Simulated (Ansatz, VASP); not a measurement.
One calculation of HfGe3, two programs

File INCAR:

```
SYSTEM = HfGe3
  PREC = Accurate
  ENCUT = 520
  EDIFF = 1E-7
  ISMEAR = 0
  SIGMA = 0.1
  LREAL = .False.
  LASPH = .True.
  NELM = 80
  ALGO = Normal
  ISIF = 2
  LWAVE = .False.
  LCHARG = .False.
  GGA = PE
  NBANDS = 34
```

The input KPOINTS:

```
regular mesh
0
Gamma
  4 4 4
  0 0 0
```

File POSCAR:

```
HfGe3
1.0
    0.0000000000      3.5307009500      3.5307009500
    3.5307009500      0.0000000000      3.5307009500
    3.5307009500      3.5307009500      0.0000000000
Hf Ge
1 3
Direct
    0.5000000000      0.5000000000      0.5000000000
    0.0000000000      0.0000000000      0.0000000000
    0.2500000000      0.2500000000      0.2500000000
    0.7500000000      0.7500000000      0.7500000000
```

Input for Ansatz:

```yaml
crystal:
  lattice:
    - [0.0, 3.53070095, 3.53070095]
    - [3.53070095, 0.0, 3.53070095]
    - [3.53070095, 3.53070095, 0.0]
  atoms:
    - { symbol: Hf, position: [0.5, 0.5, 0.5] }
    - { symbol: Ge, position: [0.0, 0.0, 0.0] }
    - { symbol: Ge, position: [0.25, 0.25, 0.25] }
    - { symbol: Ge, position: [0.75, 0.75, 0.75] }
basis:
  ecutwfc: 420
kpoints:
  mp_grid: { grid: [4, 4, 4] }
hamiltonian:
  xc: pbe
scf:
  occupations: { method: gaussian, width: 0.1 }
  lower_state_search: "off"
output:
  forces: true
  stress: true
  eigenvalues: true
```

Change from the starting cell: species swapped into the Mg3Cd type (Fm-3m, No. 225).

Alike in both runs: task single point; functional PBE; k mesh 4 × 4 × 4; occupations gaussian, width 0.1 eV; no spin polarisation.

|  | VASP | Ansatz |
| --- | --- | --- |
| version | VASP 6.6.1 | Ansatz 0.2.0 |
| potentials or method | VASP PAW PBE potentials, release 64 (Hf_pv, Ge_d), cutoff 520 eV | scalar-relativistic, plane waves, PAW |
| valence electrons in the cell | 52 | 68 |

```csv
,VASP,Ansatz,Ansatz less VASP
gap on the k mesh at the Fermi level (eV),none,none,-
pressure (GPa),-7.7,-7.6,+0.18
```

A gap of «none» marks a metal or a gap that the smearing closes. VASP's potentials hold 52 valence electrons a cell and Ansatz's 68, so a difference there can come from the potentials and not from the codes.

The k mesh is coarse, so the values compare programs but aren't converged. Spin-orbit coupling is off throughout.
